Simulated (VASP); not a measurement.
Wanted: the native input for a VASP 6.6.1 run.

```yaml
Task: relaxation of cell and atoms
Functional: PBE
Potentials_or_basis: VASP PAW PBE potentials, release 64 (Be, H)
Cutoff: 600 eV
k_mesh: 6 × 6 × 8
Occupations: gaussian, width 0.1 eV
Spin: no spin polarisation
Dipole_correction: no
Further_INCAR_settings: ALGO = Normal; EDIFF = 1e-06; IBRION = 2; EDIFFG = -0.025; NSW = 90; ISIF = 3
```

The structure of Be8H lies in POSCAR:

```
Be8H
1.0
    4.6701509660      0.0000000000      0.0000000000
   -2.3350754830      4.0444693761      0.0000000000
    0.0000000000      0.0000000000      3.5666239264
Be H
8 1
Direct
    0.1723501430      0.3447002860      0.2440741811
    0.1723501430      0.8276498570      0.2440741811
    0.6666666667      0.3333333333      0.2590883459
    0.6552997140      0.8276498570      0.2440741811
    0.3447002860      0.1723501430      0.7559258189
    0.3333333333      0.6666666667      0.7409116541
    0.8276498570      0.1723501430      0.7559258189
    0.8276498570      0.6552997140      0.7559258189
    0.0000000000      0.0000000000      0.5000000000
```

The input as run:

INCAR

```
SYSTEM = Be8H
PREC     = Accurate       ! precision mode
ENCUT    = 600            ! plane-wave cutoff, eV
EDIFF    = 1E-6           ! SCF threshold, eV
ISMEAR   = 0              ! smearing method
SIGMA    = 0.1            ! smearing width, eV
LREAL    = .FALSE.        ! projectors in reciprocal space
LASPH    = .TRUE.         ! aspherical terms in the spheres
NELM     = 100            ! most SCF steps
ALGO     = Normal         ! electronic algorithm
ISIF     = 3              ! what is computed and relaxed
LWAVE    = .FALSE.        ! write WAVECAR
LCHARG   = .FALSE.        ! write CHGCAR
GGA      = PE             ! functional
IBRION   = 2              ! ionic algorithm
NSW      = 90             ! ionic steps
EDIFFG   = -0.025         ! ionic threshold
```

KPOINTS

```
Automatic mesh
0
G
  6 6 8
  0 0 0
```

Potentials or basis: VASP PAW PBE potentials, release 64 (Be, H).

Run with:

```bash
$ cat potpaw_PBE.64/Be/POTCAR potpaw_PBE.64/H/POTCAR > POTCAR
$ mpirun -np 1 vasp_std > vasp.out
```

Results of the run:

- Pressure after relaxing: 0.2 GPa
- Largest force after relaxing: 0.012 eV/Å
- Band gap on the k mesh: zero (an odd number of electrons rules out a gap without spin polarisation)

Caveat: the relaxation stopped at its first step, so nothing moved.

Run time: 29 s on 1 thread of Intel(R) Xeon(R) Platinum 8488C (Sapphire Rapids) (shared host), peak memory 0.21 GiB.
